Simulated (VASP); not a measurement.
## Ru: relaxation of cell and atoms with PBE

Ru:

```xyz
2
Lattice="2.6974 0.0000 0.0000 -1.3487 2.3361 0.0000 0.0000 0.0000 4.3699" Properties=species:S:1:pos:R:3 pbc="T T T"
Ru    0.0000    1.5574    1.0925
Ru    1.3487    0.7787    3.2774
```

```yaml
Program: VASP 6.6.1
Task: relaxation of cell and atoms
Functional: PBE
Potentials_or_basis: VASP PAW PBE potentials, release 64 (Ru_pv)
Cutoff: 600 eV
k_mesh: 18 × 18 × 10
Occupations: fermi-dirac, width 0.1 eV
Spin: no spin polarisation
Dipole_correction: no
Further_INCAR_settings: ALGO = Normal; EDIFF = 1e-06; IBRION = 2; EDIFFG = -0.005; NSW = 60; ISIF = 3
```

The relaxed volume is 13.77 Å³/atom and the relaxed cell is a = 2.721 Å, b = 2.721 Å, c = 4.295 Å, α = 90.00°, β = 90.00°, γ = 120.00°. The space group after relaxing (to 0.05 Å) is P6_3/mmc (No. 194), the energy gained by relaxing is 8.4 meV/atom and the ionic steps are 12. The pressure after relaxing is 0.0 GPa. The band gap on the k mesh is zero (band 14 reaches 14.05 eV, above the bottom of band 15 at 10.98 eV).

The path:
```csv
step,energy change (eV),largest force (eV/Å),pressure (GPa),volume (Å³)
1,0.0000,0.0000,-0.09,27.54
2,-0.0041,0.0000,1.08,27.48
3,-0.0167,0.0000,0.27,27.51
4,-0.0167,0.0000,0.28,27.51
5,-0.0166,0.0000,-0.71,27.60
6,-0.0168,0.0000,0.04,27.54
7,-0.0168,0.0000,-0.02,27.54
8,-0.0168,0.0000,-0.02,27.54
9,-0.0168,0.0000,-0.04,27.54
10,-0.0168,0.0000,0.06,27.53
11,-0.0168,0.0000,0.09,27.53
12,-0.0168,0.0000,0.03,27.53
```

Final structure:
```
CELL_PARAMETERS angstrom
2.72062 0.00000 0.00000
-1.36031 2.35613 0.00000
0.00000 0.00000 4.29521
ATOMIC_POSITIONS crystal
Ru 0.33333 0.66667 0.25000
Ru 0.66667 0.33333 0.75000
```

Levels at points of the mesh, in eV from the Fermi level:
```csv
k point,band 10,band 11,band 12,band 13,band 14,band 15,band 16,band 17,band 18
"(0.00, 0.00, 0.00)",-2.55,-2.35,-1.88,-1.88,-1.39,-1.39,1.15,1.15,1.30
"(0.50, 0.00, 0.00)",-2.97,-2.03,-1.78,-1.49,1.37,1.78,1.87,3.98,6.01
"(0.00, 0.00, 0.50)",-2.72,-2.72,-2.72,-2.66,-2.66,0.53,0.53,0.53,0.53
"(0.50, 0.00, 0.50)",-4.43,-1.05,-1.05,0.43,0.43,1.62,1.62,3.33,3.33
```

Run time: 4 min on 1 thread of Intel(R) Xeon(R) Platinum 8488C (Sapphire Rapids) (shared host), peak memory 0.25 GiB.
